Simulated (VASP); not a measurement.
# CaMg (Pmmm) in VASP: a series of runs, part 2 of 2

VASP 6.6.1. The steps go on from the part before.

### 4 Single point, LDA (strain +0.1125 x Voigt [1, -1, 0, 0, 0, 0])

Input file INCAR:

```
SYSTEM = CaMg
PREC     = Accurate       ! precision mode
ENCUT    = 520            ! plane-wave cutoff, eV
EDIFF    = 1E-6           ! SCF threshold, eV
ISMEAR   = 0              ! smearing method
SIGMA    = 0.15           ! smearing width, eV
LREAL    = .FALSE.        ! projectors in reciprocal space
LASPH    = .TRUE.         ! aspherical terms in the spheres
NELM     = 80             ! most SCF steps
ALGO     = Fast           ! electronic algorithm
ISIF     = 2              ! what is computed and relaxed
LWAVE    = .FALSE.        ! write WAVECAR
LCHARG   = .FALSE.        ! write CHGCAR
GGA      = CA             ! functional
NBANDS   = 13             ! bands
```

Input file KPOINTS:

```
regular mesh
0
G
  12 12 12
  0 0 0
```

Input file POSCAR:

```
CaMg
1.0
    4.4123285250      0.0000000000      0.0000000000
    0.0000000000      3.5199474750      0.0000000000
    0.0000000000      0.0000000000      3.9661380000
Ca Mg
1 1
Direct
    0.0000000000      0.0000000000      0.0000000000
    0.5000000000      0.5000000000      0.5000000000
```

Potentials or basis: VASP PAW LDA potentials, release 64 (Ca_sv, Mg).

On the command line:

```sh
cat potpaw_LDA.64/Ca_sv/POTCAR potpaw_LDA.64/Mg/POTCAR > POTCAR
mpirun -np 1 vasp_std > vasp.out
```

OUTCAR:

```text
SYSTEM = CaMg
   PREC = Accurate
   ENCUT = 520
   EDIFF = 1E-6
   ISMEAR = 0
   LREAL = .FALSE.
   LASPH = .TRUE.
   NELM = 80
   ISIF = 2
   GGA = CA

 ion  position               nearest neighbor table
   1  0.000  0.000  0.000-
   2  0.500  0.500  0.500-

  LATTYP: Found a simple orthorhombic cell.
 ALAT       =     3.5199474750
 B/A-ratio  =     1.1267605634
 C/A-ratio  =     1.2535211268

  Lattice vectors:

 A1 = (   0.0000000000,   3.5199474750,   0.0000000000)
 A2 = (   0.0000000000,   0.0000000000,   3.9661380000)
 A3 = (   4.4123285250,   0.0000000000,   0.0000000000)

Analysis of symmetry for initial positions (statically):
=====================================================================
 Subroutine PRICEL returns:
 Original cell was already a primitive cell.

 Routine SETGRP: Setting up the symmetry group for a
 simple orthorhombic supercell.

 Subroutine GETGRP returns: Found  8 space group operations
 (whereof  8 operations were pure point group operations)
 out of a pool of  8 trial point group operations.

The static configuration has the point symmetry D_2h.

Analysis of symmetry for dynamics (positions and initial velocities):
=====================================================================
 Subroutine PRICEL returns:
 Original cell was already a primitive cell.

 Routine SETGRP: Setting up the symmetry group for a
 simple orthorhombic supercell.

 Subroutine GETGRP returns: Found  8 space group operations
 (whereof  8 operations were pure point group operations)
 out of a pool of  8 trial point group operations.

The dynamic configuration has the point symmetry D_2h.

 Subroutine INISYM returns: Found  8 space group operations
 (whereof  8 operations are pure point group operations),
 and found     1 'primitive' translations

----------------------------------------------------------------------------------------

                                     Primitive cell

  volume of cell :      61.5987

  direct lattice vectors                    reciprocal lattice vectors
     4.412328525  0.000000000  0.000000000     0.226637703  0.000000000  0.000000000
     0.000000000  3.519947475  0.000000000     0.000000000  0.284095148  0.000000000
     0.000000000  0.000000000  3.966138000     0.000000000  0.000000000  0.252134444

  length of vectors
     4.412328525  3.519947475  3.966138000     0.226637703  0.284095148  0.252134444

  position of ions in fractional coordinates (direct lattice)
     0.000000000  0.000000000  0.000000000
     0.500000000  0.500000000  0.500000000

  ion indices of the primitive-cell ions
   primitive index   ion index
                 1           1
                 2           2

----------------------------------------------------------------------------------------

 KPOINTS: regular mesh

Automatic generation of k-mesh.
 Grid dimensions read from file:
 generate k-points for:   12   12   12

 Generating k-lattice:

  Cartesian coordinates                     Fractional coordinates (reciprocal lattice)
     0.018886475  0.000000000  0.000000000     0.083333333  0.000000000  0.000000000
     0.000000000  0.023674596  0.000000000     0.000000000  0.083333333  0.000000000
     0.000000000  0.000000000  0.021011204     0.000000000  0.000000000  0.083333333

  Length of vectors
     0.018886475  0.023674596  0.021011204

  Shift w.r.t. Gamma in fractional coordinates (k-lattice)
     0.000000000  0.000000000  0.000000000

 Subroutine IBZKPT returns following result:
 ===========================================

 Found    343 irreducible k-points:

 Following reciprocal coordinates:
            Coordinates               Weight
  0.000000  0.000000  0.000000      1.000000
  0.083333  0.000000  0.000000      2.000000
  0.166667  0.000000  0.000000      2.000000
  0.250000  0.000000  0.000000      2.000000
  0.333333  0.000000  0.000000      2.000000
  0.416667  0.000000  0.000000      2.000000
[... 16 lines left out ...]
  0.083333  0.250000  0.000000      4.000000
  0.166667  0.250000  0.000000      4.000000
 [... further k-points ...]
   k-points           NKPTS =    343   k-points in BZ     NKDIM =    343   number of bands    NBANDS=     13
   number of dos      NEDOS =    301   number of ions     NIONS =      2
   total plane-waves  NPLWV =  30240
   dimension x,y,z NGX =    36 NGY =   28 NGZ =   30
   dimension x,y,z NGXF=    72 NGYF=   56 NGZF=   60
   ions per type =               1   1
   NGX,Y,Z   is equivalent  to a cutoff of  13.56, 13.22, 12.57 a.u.
   NGXF,Y,Z  is equivalent  to a cutoff of  27.13, 26.45, 25.15 a.u.
 SYSTEM =  CaMg
   PREC   = accura    normal or accurate (medium, high low for compatibility)
   ISTART =      0    job   : 0-new  1-cont  2-samecut
   ICHARG =      2    charge: 1-file 2-atom 10-const
   ISPIN  =      1    spin polarized calculation?
   LNONCOLLINEAR =      F non collinear calculations
   LSORBIT =      F    spin-orbit coupling
   LASPH  =      T    aspherical Exc in radial PAW
   ENCUT  =  520.0 eV  38.22 Ry    6.18 a.u.   8.20  6.54  7.37*2*pi/ulx,y,z
   NELM   =     80;   NELMIN=  2; NELMDL= -5     # of ELM steps
   EDIFF  = 0.1E-05   stopping-criterion for ELM
   LREAL  =      F    real-space projection
[... 7 lines left out ...]
   TEBEG  =    0.0;   TEEND  =   0.0 temperature during run
   PSTRESS=    0.0 pullay stress
   NELECT =      12.0000    total number of electrons
   NUPDOWN=      -1.0000    fix difference up-down
   EMIN   =  10.00;   EMAX   =-10.00  energy-range for DOS
   EFERMI =   0.00;   METHOD = LEGACY
   ISMEAR =     0;   SIGMA  =   0.15  broadening in eV -4-tet -1-fermi 0-gaus
   EFERMI_NEDOS =   21; number of points for ismear=-14 and -15
   IALGO  =     68    algorithm
   IMIX   =      4    mixing-type and parameters
     AMIX     =   0.40;   BMIX     =  1.00
     AMIX_MAG =   1.60;   BMIX_MAG =  1.00
  volume/ion in A,a.u.               =      30.80       207.84
  Fermi-wavevector in a.u.,A,eV,Ry     =   0.949026  1.793398 12.254084  0.900650
  Thomas-Fermi vector in A             =   2.077270
   LORBIT       =      0    0 simple, 1 ext, 2 COOP (PROOUT), +10 PAW based schemes
   GGA     = CA    functional components
   LHFCALC =     F    Hartree Fock is set to
   AEXX    =    0.0000 exact exchange contribution
   IVDW    =     0    specifies the selected vdW correction
   LEPSILON=     F    determine dielectric tensor
   LRPA    =     F    only Hartree local field effects (RPA)
 non-spin polarized calculation
 RMM-DIIS sequential band-by-band and
 Gauss-broadening in eV      SIGMA  =   0.15
  energy-cutoff  :      520.00
  volume of cell :       61.60
 maximum number of plane-waves:      1685
 NGX is ok and might be reduce to    36
   NGX = 17   NGY = 13   NGZ = 15

 number of electron      11.9999999 magnetization

 Free energy of the ion-electron system (eV)
  ---------------------------------------------------
  ext. energy  EPLUGINS =         0.00000000
  ---------------------------------------------------
  free energy    TOTEN  =        -4.20035319 eV

  energy without entropy =       -4.17840257  energy(sigma->0) =       -4.18937788

 E-fermi :   2.0657     XC(G=0):  -8.4242

 val. band max:        2.0653480952   @ k =   0.2500   0.3333   0.0833
 cond. band min:       2.0721311969   @ k =   0.2500   0.1667   0.3333
 fundamental gap:      0.0067831017
 Fermi energy:         2.0657373722

 k-point     1 :       0.0000    0.0000    0.0000
  band No.  band energies     occupation
      1     -38.9971      2.00000
      2     -20.2881      2.00000
      3     -20.2572      2.00000
      4     -20.2268      2.00000
      5      -3.1070      2.00000
      6       2.6756      0.00000
      7       3.0767      0.00000
      8       4.3086      0.00000
      9       5.3825      0.00000
     10       5.9680      0.00000
     11       6.0215      0.00000
     12       6.2197      0.00000
     13       8.5045      0.00000

 k-point     2 :       0.0833    0.0000    0.0000
  band No.  band energies     occupation
      1     -38.9970      2.00000
      2     -20.2898      2.00000
      3     -20.2571      2.00000
      4     -20.2267      2.00000
      5      -3.0486      2.00000
      6       2.4210      0.00081
      7       3.0998      0.00000
      8       4.4214      0.00000
      9       5.1725      0.00000
     10       5.9099      0.00000
     11       6.2235      0.00000
[... 339 lines left out ...]
 k-point    24 :       0.1667    0.2500    0.0000
  band No.  band energies     occupation
      1     -38.9871      2.00000
      2     -20.3387      2.00000
      3     -20.2819      2.00000
      4     -20.2456      2.00000
      5      -2.0804      2.00000
      6       2.3626      0.00514
      7       2.8125      0.00000
      8       4.0870      0.00000
      9       4.7852      0.00000
     10       5.3597      0.00000
     11       6.0859      0.00000
     12       6.6986      0.00000
     13       8.1571      0.00000

 [... further k-points ...]
[... 5 lines left out ...]
  --------------------------------------------------------------------------------------
  -------------------------------------------------------------------------------------
  Total       -1.1018584      0.0895060     -1.0870324      0.0000000     -0.0000000      0.0000000
  in kB      -28.6592311      2.3280436    -28.2736077      0.0000000     -0.0000000      0.0000000
  external PRESSURE =     -18.2015984 kB  Pullay stress =       0.0000000 kB

 VOLUME and BASIS-vectors are now :
 -----------------------------------------------------------------------------
  energy-cutoff  :      520.00
  volume of cell :       61.60
      direct lattice vectors                 reciprocal lattice vectors
     4.412328525  0.000000000  0.000000000     0.226637703  0.000000000  0.000000000
     0.000000000  3.519947475  0.000000000     0.000000000  0.284095148  0.000000000
     0.000000000  0.000000000  3.966138000     0.000000000  0.000000000  0.252134444

 POSITION                                       TOTAL-FORCE (eV/Angst)
 -----------------------------------------------------------------------------------
      0.00000      0.00000      0.00000         0.000000      0.000000      0.000000
      2.20616      1.75997      1.98307         0.000000      0.000000      0.000000
 -----------------------------------------------------------------------------------
    total drift:                                0.000000     -0.000000     -0.000000

  FREE ENERGIE OF THE ION-ELECTRON SYSTEM (eV)
  ---------------------------------------------------
  free  energy   TOTEN  =        -4.2003531866 eV

  energy  without entropy=       -4.1784025732  energy(sigma->0) =       -4.18937788
```

It took 2.2 min on 1 thread of Intel Xeon Platinum 8488C (Sapphire Rapids), shared host; peak memory 0.41 GiB.

Results:

| Item | Value |
| --- | --- |
| Free energy | -4.2004 eV |
| Pressure | -1.8 GPa |
| Band gap on the k mesh | zero (bands 6 and 7 overlap by 1.42 eV) |

Caveat: the cell differs from its parent crystal (strain +0.1125 x Voigt [1, -1, 0, 0, 0, 0]).

### 5 Single point, LDA (strain +0.0937 x Voigt [1, -1, 0, 0, 0, 0])

Input file INCAR:

```
ALGO = Fast
EDIFF = 1E-6
ENCUT = 520
ISIF = 2
ISMEAR = 0
LASPH = T
LCHARG = F
LREAL = F
LWAVE = F
NBANDS = 13
NELM = 80
PREC = Accurate
SIGMA = 0.15
```

Input file KPOINTS:

```
k-points
0
Gamma
  12 12 12
```

Input file POSCAR:

```
CaMg
1.0
    4.3377651306      0.0000000000      0.0000000000
    0.0000000000      3.5945108694      0.0000000000
    0.0000000000      0.0000000000      3.9661380000
Ca Mg
1 1
Direct
    0.0000000000      0.0000000000      0.0000000000
    0.5000000000      0.5000000000      0.5000000000
```

Potentials or basis: VASP PAW LDA potentials, release 64 (Ca_sv, Mg).

On the command line:

```sh
cat potpaw_LDA.64/Ca_sv/POTCAR potpaw_LDA.64/Mg/POTCAR > POTCAR
mpirun -np 1 vasp_std > vasp.out
```

OUTCAR:

```text
EDIFF = 1E-6
   ENCUT = 520
   ISIF = 2
   ISMEAR = 0
   LASPH = T
   LREAL = F
   NELM = 80
   PREC = Accurate

 ion  position               nearest neighbor table
   1  0.000  0.000  0.000-
   2  0.500  0.500  0.500-

  LATTYP: Found a simple orthorhombic cell.
 ALAT       =     3.5945108694
 B/A-ratio  =     1.1033873993
 C/A-ratio  =     1.2067747986

  Lattice vectors:

 A1 = (   0.0000000000,   3.5945108694,   0.0000000000)
 A2 = (   0.0000000000,   0.0000000000,   3.9661380000)
 A3 = (   4.3377651306,   0.0000000000,   0.0000000000)

Analysis of symmetry for initial positions (statically):
=====================================================================
 Subroutine PRICEL returns:
 Original cell was already a primitive cell.

 Routine SETGRP: Setting up the symmetry group for a
 simple orthorhombic supercell.

 Subroutine GETGRP returns: Found  8 space group operations
 (whereof  8 operations were pure point group operations)
 out of a pool of  8 trial point group operations.

The static configuration has the point symmetry D_2h.

[... 172 lines left out ...]
      3     -20.2805      2.00000
      4     -20.2573      2.00000
      5      -3.1125      2.00000
      6       2.7402      0.00000
      7       3.0689      0.00000
      8       4.5499      0.00000
      9       5.4231      0.00000
     10       5.8838      0.00000
     11       6.0175      0.00000
     12       6.1133      0.00000
     13       8.0110      0.00000
[... 354 lines left out ...]
  band No.  band energies     occupation
      1     -39.0084      2.00000
      2     -20.3494      2.00000
      3     -20.3032      2.00000
      4     -20.2710      2.00000
      5      -2.1104      2.00000
      6       2.4280      0.00029
      7       2.6751      0.00000
      8       4.0987      0.00000
      9       4.7668      0.00000
     10       5.3575      0.00000
     11       6.1403      0.00000
     12       6.5941      0.00000
     13       8.1353      0.00000

 [... further k-points ...]

------------------------ aborting loop because EDIFF is reached ----------------------------------------

  FORCE on cell =-STRESS in cart. coord.  units (eV):
  Direction    XX          YY          ZZ          XY          YZ          ZX
  --------------------------------------------------------------------------------------
  -------------------------------------------------------------------------------------
  Total       -1.0974987     -0.1125016     -1.0308081      0.0000000      0.0000000      0.0000000
  in kB      -28.4341960     -2.9147121    -26.7063642      0.0000000      0.0000000      0.0000000
  external PRESSURE =     -19.3517574 kB  Pullay stress =       0.0000000 kB

 VOLUME and BASIS-vectors are now :
 -----------------------------------------------------------------------------
  energy-cutoff  :      520.00
  volume of cell :       61.84
      direct lattice vectors                 reciprocal lattice vectors
     4.337765131  0.000000000  0.000000000     0.230533459  0.000000000  0.000000000
     0.000000000  3.594510869  0.000000000     0.000000000  0.278201969  0.000000000
     0.000000000  0.000000000  3.966138000     0.000000000  0.000000000  0.252134444

 POSITION                                       TOTAL-FORCE (eV/Angst)
 -----------------------------------------------------------------------------------
      0.00000      0.00000      0.00000         0.000000      0.000000      0.000000
      2.16888      1.79726      1.98307         0.000000      0.000000      0.000000
 -----------------------------------------------------------------------------------
    total drift:                                0.000000      0.000000      0.000000

  FREE ENERGIE OF THE ION-ELECTRON SYSTEM (eV)
  ---------------------------------------------------
  free  energy   TOTEN  =        -4.2188760923 eV

  energy  without entropy=       -4.1975169502  energy(sigma->0) =       -4.20819652
```

stdout:

```text
POSCAR found type information on POSCAR CaMg
 POSCAR found :  2 types and       2 ions
 scaLAPACK will be used
 LDA part: xc-table for (Slater(with rela. corr.)+CA(PZ))
 , standard interpolation
 POSCAR, INCAR and KPOINTS ok, starting setup
 FFT: planning ... GRIDC
 FFT: planning ... GRID_SOFT
 FFT: planning ... GRID
 WAVECAR not read
 entering main loop
WARNING in EDDRMM: call to ZHEGV failed, returncode =   6  3     11
```

Wall time 1.9 min (1 thread of Intel Xeon Platinum 8488C (Sapphire Rapids), shared host); peak memory 0.4 GiB.

What came out:

```yaml
Free_energy: -4.2189 eV
Pressure: -1.9 GPa
Band_gap_on_the_k_mesh: zero (bands 6 and 7 overlap by 1.39 eV)
```

Stress tensor (GPa, compression positive):
```
-2.84  0.00  0.00
 0.00 -0.29  0.00
 0.00  0.00 -2.67
```

Levels at points of the mesh, in eV from the Fermi level:
| k point | band 2 | band 3 | band 4 | band 5 | band 6 | band 7 | band 8 | band 9 | band 10 | band 11 |
| --- | --- | --- | --- | --- | --- | --- | --- | --- | --- | --- |
| (0.00, 0.00, 0.00) | -22.35 | -22.32 | -22.30 | -5.16 | 0.70 | 1.02 | 2.51 | 3.38 | 3.84 | 3.97 |
| (0.50, 0.00, 0.00) | -22.38 | -22.32 | -22.30 | -3.39 | -2.73 | 1.46 | 2.16 | 3.09 | 3.66 | 4.14 |
| (0.00, 0.50, 0.00) | -22.49 | -22.33 | -22.31 | -2.37 | -2.09 | 1.43 | 1.90 | 2.17 | 3.74 | 5.20 |
| (0.50, 0.50, 0.00) | -22.48 | -22.36 | -22.30 | -1.81 | -0.36 | -0.03 | 0.36 | 2.51 | 2.98 | 3.97 |
| (0.00, 0.00, 0.50) | -22.40 | -22.34 | -22.30 | -2.96 | -2.45 | 1.38 | 1.51 | 3.08 | 3.99 | 4.41 |
| (0.50, 0.00, 0.50) | -22.39 | -22.37 | -22.29 | -2.28 | -0.65 | -0.52 | -0.11 | 3.30 | 3.45 | 3.79 |
| (0.00, 0.50, 0.50) | -22.48 | -22.37 | -22.32 | -1.51 | 0.00 | 0.21 | 0.66 | 2.10 | 2.41 | 4.60 |
| (0.50, 0.50, 0.50) | -22.47 | -22.37 | -22.35 | -0.35 | -0.27 | -0.22 | 1.42 | 2.80 | 2.84 | 2.85 |

Caveat: the cell differs from its parent crystal (strain +0.0937 x Voigt [1, -1, 0, 0, 0, 0]).

### 6 Overview

```tsv
cell	gap on the mesh (eV)	pressure (GPa)
a = 3.371, b = 4.561, c = 3.966 Å, 2 atoms	none	-1.5
a = 4.486, b = 3.446, c = 3.966 Å, 2 atoms	none	-1.7
a = 4.412, b = 3.520, c = 3.966 Å, 2 atoms	none	-1.8
a = 4.338, b = 3.595, c = 3.966 Å, 2 atoms	none	-1.9
```

Alike in all rows: task single point; level LDA; potentials or basis VASP PAW LDA potentials, release 64 (Ca_sv, Mg); no spin polarisation; k mesh 12 × 12 × 12; cutoff (eV) 520; smearing gaussian 0.15 eV.

Total energies depend on the potentials used, so only differences within one code and one set of settings carry meaning.
